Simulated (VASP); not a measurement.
# BaZrO3: single point with PBE

BaZrO3:

```
Ba Zr O
1.0
     4.18150    0.00000    0.00000
     0.00000    4.18150    0.00000
     0.00000    0.00000    4.18150
Ba Zr O
1 1 3
Direct
  0.50000 0.47609 0.50000
  0.00000 0.00000 0.00000
  0.50000 0.00000 0.00000
  0.00000 0.50000 0.00000
  0.00000 0.00000 0.50000
```

This cell differs from its parent crystal: atom 1 (Ba) moved by (-0.100, +0.000) A along y and z.

| Quantity | Value |
| --- | --- |
| Program | VASP 6.6.1 |
| Task | single point |
| Functional | PBE |
| Potentials or basis | VASP PAW PBE potentials, release 64 (Ba_sv, Zr_sv, O) |
| Cutoff | 600 eV |
| k mesh | 6 × 6 × 6 |
| Occupations | gaussian, width 0.05 eV |
| Spin | no spin polarisation |

```json
{
 "Pressure": "6.4 GPa",
 "Largest force": "0.413 eV/Å",
 "Band gap on the k mesh": "3.19 eV (least direct gap 3.41 eV)"
}
```

Forces on the atoms (eV/Å):
```
Ba   0.000  0.413  0.000
Zr   0.000 -0.354  0.000
O    0.000  0.027  0.000
O    0.000 -0.113  0.000
O    0.000  0.027  0.000
```

Stress tensor (GPa, compression positive):
```
6.39 0.00 0.00
0.00 6.31 0.00
0.00 0.00 6.39
```

Levels at points of the mesh, in eV from the valence-band top:
| k point | band 16 | band 17 | band 18 | band 19 | band 20 | band 21 | band 22 | band 23 | band 24 | band 25 |
| --- | --- | --- | --- | --- | --- | --- | --- | --- | --- | --- |
| (0.00, 0.00, 0.00) | -1.00 | -1.00 | -0.22 | -0.22 | -0.21 | 3.19 | 3.22 | 3.22 | 4.69 | 4.70 |
| (0.50, 0.00, 0.00) | -1.78 | -1.75 | -1.59 | -0.44 | -0.44 | 3.65 | 5.74 | 5.75 | 6.48 | 6.73 |
| (0.00, 0.50, 0.00) | -1.71 | -1.71 | -1.70 | -0.45 | -0.45 | 3.64 | 5.76 | 5.76 | 6.49 | 6.74 |
| (0.50, 0.50, 0.00) | -2.41 | -0.93 | -0.92 | -0.78 | -0.07 | 5.72 | 5.72 | 6.51 | 6.55 | 7.75 |
| (0.50, 0.00, 0.50) | -2.42 | -0.92 | -0.92 | -0.76 | -0.09 | 5.73 | 5.73 | 6.49 | 6.55 | 7.72 |
| (0.50, 0.50, 0.50) | -2.54 | -2.53 | -0.02 | 0.00 | 0.00 | 6.02 | 6.03 | 6.03 | 7.05 | 7.07 |

Run time: 110 s on 1 thread of Intel Xeon 8259CL (shared host), peak memory 0.27 GiB.

Caveat: the cell differs from its parent crystal (atom 1 (Ba) moved by (-0.100, +0.000) A along y and z); the cell stands under pressure; spin-orbit coupling is left out, which moves the levels of the heavy elements. A k mesh can miss the band edges.
